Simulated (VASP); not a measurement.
# MoS2 (P1) in VASP: single point with PBE+D3(BJ)

Aim: the single point of MoS2 with PBE+D3(BJ).

Everything below comes from runs of VASP 6.6.1. Logs are shortened: lines on timing, memory, paths and dates and some standing lists are left out, and cuts for length are marked.

**1. The cell of the first run**

The typed cell holds 9 atoms: a = 3.153 Å, b = 3.153 Å, c = 17.775 Å, α = 91.69°, β = 88.31°, γ = 60.00°.

**2. Single point, PBE+D3(BJ) (the part above a cut slid along it)**

Contents of INCAR:

```
ALGO = Normal ; EDIFF = 1E-6
ENCUT = 500 ; GGA = PE
GGA_COMPAT = F ; ISIF = 2
ISMEAR = 0 ; IVDW = 12
LASPH = T ; LCHARG = T
LELF = T ; LREAL = F
LVHAR = T ; LWAVE = F
NBANDS = 49 ; NELM = 120
PREC = Accurate ; SIGMA = 0.05
```

Contents of KPOINTS:

```
k-points
0
Gamma
  10 10 2
```

Contents of POSCAR:

```
MoS2
1.0
   -1.5765748091     -2.7307076713      0.0000000000
    1.5765748091     -2.7307076713      0.0000000000
   -1.0510498728      0.0000000000     17.7436700547
Mo S
3 6
Direct
    0.7182970102      1.2817029898      0.8451089693
    0.2769835728      0.3896830939      0.1690492816
    0.4976402915      0.8356930418      0.5070791254
    0.8016147317      1.1983852683      0.5951558049
    0.0222714504      0.6443952163      0.9331856488
    0.5809580130      0.7523753203      0.2571259610
    0.8603612438      1.1396387562      0.4189162685
    0.0810179625      0.5856487041      0.7569461124
    0.6397045251      0.6936288082      0.0808864246
```

Potentials or basis: VASP PAW PBE potentials, release 64 (Mo_sv, S).

Command:

```
$ cat potpaw_PBE.64/Mo_sv/POTCAR potpaw_PBE.64/S/POTCAR > POTCAR
$ mpirun -np 1 vasp_std > vasp.out
```

OUTCAR:

```text
EDIFF = 1E-6
   ENCUT = 500
   GGA = PE
   ISIF = 2
   ISMEAR = 0
   IVDW = 12
   LASPH = T
   LREAL = F
   NELM = 120
   PREC = Accurate
 IVDW          = 12

 ion  position               nearest neighbor table
   1  0.718  0.282  0.845-   5 2.40   5 2.40   5 2.40   8 2.40   8 2.40   8 2.40
   2  0.277  0.390  0.169-   6 2.40   6 2.40   6 2.40   9 2.40   9 2.40   9 2.40
   3  0.498  0.836  0.507-   4 2.40   4 2.40   4 2.40   7 2.40   7 2.40   7 2.40
   4  0.802  0.198  0.595-   3 2.40   3 2.40   3 2.40
   5  0.022  0.644  0.933-   1 2.40   1 2.40   1 2.40
   6  0.581  0.752  0.257-   2 2.40   2 2.40   2 2.40
   7  0.860  0.140  0.419-   3 2.40   3 2.40   3 2.40
   8  0.081  0.586  0.757-   1 2.40   1 2.40   1 2.40
   9  0.640  0.694  0.081-   2 2.40   2 2.40   2 2.40

  LATTYP: Found a base centered monoclinic cell.
 ALAT       =     3.1531496182
 B/A-ratio  =     1.7320508076
 C/A-ratio  =     5.6371484146
 COS(beta)  =    -0.0591315518

  Lattice vectors:

 A1 = (   1.5765748091,  -2.7307076713,   0.0000000000)
 A2 = (   1.5765748091,   2.7307076713,   0.0000000000)
 A3 = (  -1.0510498728,   0.0000000000,  17.7436700547)

Analysis of symmetry for initial positions (statically):
=====================================================================
 Subroutine PRICEL returns:
 Original cell was already a primitive cell.

 Routine SETGRP: Setting up the symmetry group for a
 base centered monoclinic supercell.

 Subroutine GETGRP returns: Found  1 space group operations
 (whereof  1 operations were pure point group operations)
 out of a pool of  4 trial point group operations.

The static configuration has the point symmetry C_1 .

Analysis of symmetry for dynamics (positions and initial velocities):
=====================================================================
 Subroutine PRICEL returns:
 Original cell was already a primitive cell.

 Routine SETGRP: Setting up the symmetry group for a
 base centered monoclinic supercell.

 Subroutine GETGRP returns: Found  1 space group operations
 (whereof  1 operations were pure point group operations)
 out of a pool of  4 trial point group operations.

The dynamic configuration has the point symmetry C_1 .

 Subroutine INISYM returns: Found  1 space group operations
 (whereof  1 operations are pure point group operations),
 and found     1 'primitive' translations
[... 113 lines left out ...]
   IBRION =     -1    ionic relax: 0-MD 1-quasi-New 2-CG
   NFREE  =      0    steps in history (QN), initial steepest desc. (CG)
   ISIF   =      2    stress and relaxation
   ISYM   =      2    0-nonsym 1-usesym 2-fastsym
   POTIM  = 0.5000    time-step for ionic-motion
   TEBEG  =    0.0;   TEEND  =   0.0 temperature during run
   PSTRESS=    0.0 pullay stress
   NELECT =      78.0000    total number of electrons
   NUPDOWN=      -1.0000    fix difference up-down
   EMIN   =  10.00;   EMAX   =-10.00  energy-range for DOS
   EFERMI =   0.00;   METHOD = LEGACY
   ISMEAR =     0;   SIGMA  =   0.05  broadening in eV -4-tet -1-fermi 0-gaus
   EFERMI_NEDOS =   21; number of points for ismear=-14 and -15
   IALGO  =     38    algorithm
   IMIX   =      4    mixing-type and parameters
     AMIX     =   0.40;   BMIX     =  1.00
     AMIX_MAG =   1.60;   BMIX_MAG =  1.00
  volume/ion in A,a.u.               =      16.98       114.56
  Fermi-wavevector in a.u.,A,eV,Ry     =   1.308434  2.472582 23.293182  1.712001
  Thomas-Fermi vector in A             =   2.439101
   LORBIT       =      0    0 simple, 1 ext, 2 COOP (PROOUT), +10 PAW based schemes
   GGA     = PE    functional components
   LHFCALC =     F    Hartree Fock is set to
   AEXX    =    0.0000 exact exchange contribution
   IVDW    =    12    specifies the selected vdW correction
   LEPSILON=     F    determine dielectric tensor
   LRPA    =     F    only Hartree local field effects (RPA)
 non-spin polarized calculation
 Gauss-broadening in eV      SIGMA  =   0.05
  energy-cutoff  :      500.00
  volume of cell :      152.78
 maximum number of plane-waves:      3908
   NGX = 11   NGY = 11   NGZ = 65

 number of electron      77.9999999 magnetization

 Free energy of the ion-electron system (eV)
  ---------------------------------------------------
  ext. energy  EPLUGINS =         0.00000000
  ---------------------------------------------------
  free energy    TOTEN  =       -65.04657523 eV

  energy without entropy =      -65.04657523  energy(sigma->0) =      -65.04657523

 E-fermi :   8.7555     XC(G=0): -11.1427

 val. band max:        8.4824895973   @ k =   0.0000   0.0000   0.5000
 cond. band min:       9.0575767581   @ k =   0.4000   0.2000   0.0000
 fundamental gap:      0.5750871608
 Fermi energy:         8.7554756500

 k-point     1 :       0.0000    0.0000    0.0000
  band No.  band energies     occupation
      1     -53.3329      2.00000
      2     -53.3081      2.00000
      3     -53.2931      2.00000
      4     -27.5026      2.00000
      5     -27.4728      2.00000
      6     -27.4626      2.00000
[... 1237 lines left out ...]
     48      11.1017      0.00000
     49      11.8107      0.00000

 [... further k-points ...]

------------------------ aborting loop because EDIFF is reached ----------------------------------------

 Edisp (eV)   -4.02221

 E8    (eV) :    -1.6223

  FORCE on cell =-STRESS in cart. coord.  units (eV):
  Direction    XX          YY          ZZ          XY          YZ          ZX
  --------------------------------------------------------------------------------------
  -------------------------------------------------------------------------------------
  Total      -0.08853     0.23984     1.68475     0.28730     1.08605     0.63217
  in kB      -0.92844     2.51518    17.66784     3.01288    11.38935     6.62946
  external pressure =        6.42 kB  Pullay stress =        0.00 kB

 VOLUME and BASIS-vectors are now :
 -----------------------------------------------------------------------------
  energy-cutoff  :      500.00
  volume of cell :      152.78
      direct lattice vectors                 reciprocal lattice vectors
    -1.576574809 -2.730707671  0.000000000    -0.317143213 -0.183102719 -0.018786042
     1.576574809 -2.730707671  0.000000000     0.317143213 -0.183102719  0.018786042
    -1.051049873  0.000000000 17.743670055     0.000000000  0.000000000  0.056358126

 POSITION                                       TOTAL-FORCE (eV/Angst)
 -----------------------------------------------------------------------------------
     -1.57657     -2.73071     14.99533        -0.020163     -0.051526     -0.082992
      0.00000     -1.82047      2.99955         0.034155      0.041343      0.055121
      0.00000     -3.64094      8.99744         0.000193      0.000091      0.002092
     -1.57657     -2.73071     10.56025        -0.000198      0.000266     -0.015611
     -0.00000     -1.82047     16.55814        -0.181363     -0.323757     -0.558472
     -0.00000     -3.64094      4.56236        -0.013597      0.004722     -0.004455
     -1.57657     -2.73071      7.43311        -0.000033     -0.000008      0.013153
     -0.00000     -1.82047     13.43100        -0.010794      0.009513      0.015425
      0.00000     -3.64094      1.43522         0.191799      0.319357      0.575740
 -----------------------------------------------------------------------------------
    total drift:                               -0.000030     -0.000010      0.000035

  FREE ENERGIE OF THE ION-ELECTRON SYSTEM (eV)
  ---------------------------------------------------
  free  energy   TOTEN  =       -69.0687874553 eV

  energy  without entropy=      -69.0687874553  energy(sigma->0) =      -69.06878746
```

OSZICAR:

```text
N       E                     dE             d eps       ncg     rms          rms(c)
DAV:   1     0.699743420586E+03    0.69974E+03   -0.43010E+04 11040   0.148E+03
DAV:   2    -0.287720134035E+02   -0.72852E+03   -0.70289E+03 12176   0.392E+02
DAV:   3    -0.683838062159E+02   -0.39612E+02   -0.38897E+02 12505   0.826E+01
DAV:   4    -0.693200272616E+02   -0.93622E+00   -0.93122E+00 12846   0.125E+01
DAV:   5    -0.693416348436E+02   -0.21608E-01   -0.21590E-01 12761   0.183E+00    0.428E+01
DAV:   6    -0.661648171585E+02    0.31768E+01   -0.24733E+01 11050   0.239E+01    0.167E+01
DAV:   7    -0.656849547481E+02    0.47986E+00   -0.11608E+01 11251   0.162E+01    0.103E+01
DAV:   8    -0.650378583094E+02    0.64710E+00   -0.22288E+00 11664   0.749E+00    0.386E+00
DAV:   9    -0.650684900645E+02   -0.30632E-01   -0.25376E-01 13390   0.198E+00    0.184E+00
DAV:  10    -0.650460518582E+02    0.22438E-01   -0.92176E-02 11891   0.155E+00    0.452E-01
DAV:  11    -0.650467337194E+02   -0.68186E-03   -0.57739E-03 12214   0.347E-01    0.238E-01
DAV:  12    -0.650466133375E+02    0.12038E-03   -0.46257E-04 12088   0.974E-02    0.138E-01
DAV:  13    -0.650465795978E+02    0.33740E-04   -0.99515E-05 13046   0.427E-02    0.104E-01
DAV:  14    -0.650465739707E+02    0.56272E-05   -0.67217E-05 12427   0.350E-02    0.441E-02
DAV:  15    -0.650465751630E+02   -0.11923E-05   -0.27040E-06 10512   0.712E-03    0.286E-02
DAV:  16    -0.650465752258E+02   -0.62782E-07   -0.12397E-06  7564   0.532E-03
   1 F= -.69068787E+02 E0= -.69068787E+02  d E =-.160601E-16
```

Run time: 15 min. Hardware: 1 thread of Intel Xeon Platinum 8488C (Sapphire Rapids), shared host; peak memory 0.64 GiB.

What came out:

| Quantity | Value |
| --- | --- |
| Free energy | -69.0688 eV |
| Pressure | 0.6 GPa |
| Largest force | 0.686 eV/Å |
| Band gap on the k mesh | 0.58 eV (least direct gap 1.70 eV) |
| Dispersion energy per atom | -0.447 eV |

Forces on the atoms (eV/Å):
```
Mo  -0.020 -0.052 -0.083
Mo   0.034  0.041  0.055
Mo   0.000  0.000  0.002
S    0.000  0.000 -0.016
S   -0.181 -0.324 -0.558
S   -0.014  0.005 -0.004
S    0.000  0.000  0.013
S   -0.011  0.010  0.015
S    0.192  0.319  0.576
```

Stress tensor (GPa, compression positive):
```
-0.09  0.30  0.66
 0.30  0.25  1.14
 0.66  1.14  1.77
```

Levels at points of the mesh, in eV from the valence-band top:
```tsv
k point	band 36	band 37	band 38	band 39	band 40	band 41	band 42	band 43
(0.00, 0.00, 0.00)	-1.57	-1.12	-0.31	-0.03	1.69	1.71	1.79	1.82
(0.50, 0.00, 0.00)	-1.87	-1.80	-1.60	-1.40	1.34	1.38	1.40	1.76
(0.00, 0.50, 0.00)	-1.87	-1.76	-1.63	-1.21	1.34	1.38	1.40	1.71
(0.50, 0.50, 0.00)	-1.84	-1.74	-1.64	-1.40	1.34	1.37	1.41	1.82
(0.00, 0.00, 0.50)	-2.28	-0.71	-0.50	0.00	1.70	1.70	1.79	1.82
(0.50, 0.00, 0.50)	-1.84	-1.74	-1.63	-1.40	1.34	1.37	1.41	1.77
(0.00, 0.50, 0.50)	-1.83	-1.81	-1.60	-1.21	1.34	1.37	1.41	1.68
(0.50, 0.50, 0.50)	-1.87	-1.79	-1.60	-1.40	1.34	1.38	1.40	1.76
```

Caveat: the cell differs from its parent crystal (the part above a cut slid along it); semilocal functionals underestimate gaps, and a narrow one can read as zero. A k mesh can miss the band edges.
